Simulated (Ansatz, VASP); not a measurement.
## One calculation of WSe2, two programs

INCAR

```
ALGO = Normal
EDIFF = 1E-7
ENCUT = 520
GGA = CA
ISIF = 2
ISMEAR = 0
LASPH = True
LCHARG = False
LREAL = False
LWAVE = False
NBANDS = 35
NELM = 100
PREC = Accurate
SIGMA = 0.01
```

Contents of KPOINTS:

```
k-points
0
Gamma
  12 12 2
```

The input POSCAR:

```
WSe2
1.0
    3.2996664743      0.0000000000      0.0000000000
   -1.6498332372      2.8575949908      0.0000000000
    0.0000000000      0.0000000000     13.1486200163
W Se
2 4
Direct
    0.3333333333      0.6666666667      0.2500000000
    0.6666666667      0.3333333333      0.7500000000
    0.3333333333      0.6666666667      0.6233390951
    0.6666666667      0.3333333333      0.1233390951
    0.3333333333      0.6666666667      0.8766609049
    0.6666666667      0.3333333333      0.3766609049
```

Input for Ansatz:

```yaml
crystal:
  lattice:
    - [3.2996664743, 0.0, 0.0]
    - [-1.6498332372, 2.8575949908, 0.0]
    - [0.0, 0.0, 13.1486200163]
  atoms:
    - { symbol: W, position: [0.3333333333, 0.6666666667, 0.25] }
    - { symbol: W, position: [0.6666666667, 0.3333333333, 0.75] }
    - { symbol: Se, position: [0.3333333333, 0.6666666667, 0.6233390951] }
    - { symbol: Se, position: [0.6666666667, 0.3333333333, 0.1233390951] }
    - { symbol: Se, position: [0.3333333333, 0.6666666667, 0.8766609049] }
    - { symbol: Se, position: [0.6666666667, 0.3333333333, 0.3766609049] }
kpoints:
  mp_grid: { grid: [12, 12, 2] }
  band_path:
    path:
      - [0.0, 0.0, 0.0]
      - [0.5, 0.0, 0.0]
      - [0.3333333333, 0.3333333333, 0.0]
      - [0.0, 0.0, 0.5]
      - [0.5, 0.0, 0.5]
      - [0.3333333333, 0.3333333333, 0.5]
      - [0.179687, 0.179688, 0.0]
    npoints: 1
hamiltonian:
  xc: lda
scf:
  occupations: { method: fixed }
  n_extra_bands: 5
output:
  forces: true
  stress: true
  eigenvalues: true
  write_density: true
  write_potential: true
  elf: true
  volumetric_format: npy
```

Alike in both runs: task single point; functional LDA; k mesh 12 × 12 × 2; no spin polarisation.

```csv
,VASP,Ansatz
version,VASP 6.6.1,Ansatz 0.2.0
potentials or method,"VASP PAW LDA potentials, release 64 (W_sv, Se)","plane waves, PAW"
plane-wave cutoff (eV),520,420
occupations,"gaussian, width 0.01 eV",fixed
valence electrons in the cell,52,92
```

|  | VASP | Ansatz | Ansatz less VASP |
| --- | --- | --- | --- |
| gap on the k mesh at the Fermi level (eV) | 0.98 | 0.99 | +0.009 |
| pressure (GPa) | -3.5 | -4.1 | -0.67 |
| traceless stress, the component that is largest in VASP (GPa) | 0.89 | 0.77 | -0.126 |
| rms of the force components (eV/Å) | 0.082 | 0.126 | +0.0444 |

LDA's correlation is that of Perdew and Zunger in VASP and of Perdew and Wang (1992) in Ansatz. Atom by atom the forces differ by 0.044 eV/Å (rms over components). VASP's potentials hold 52 valence electrons a cell and Ansatz's 92, so a difference there can come from the potentials and not from the codes.

Spin-orbit coupling is off throughout.
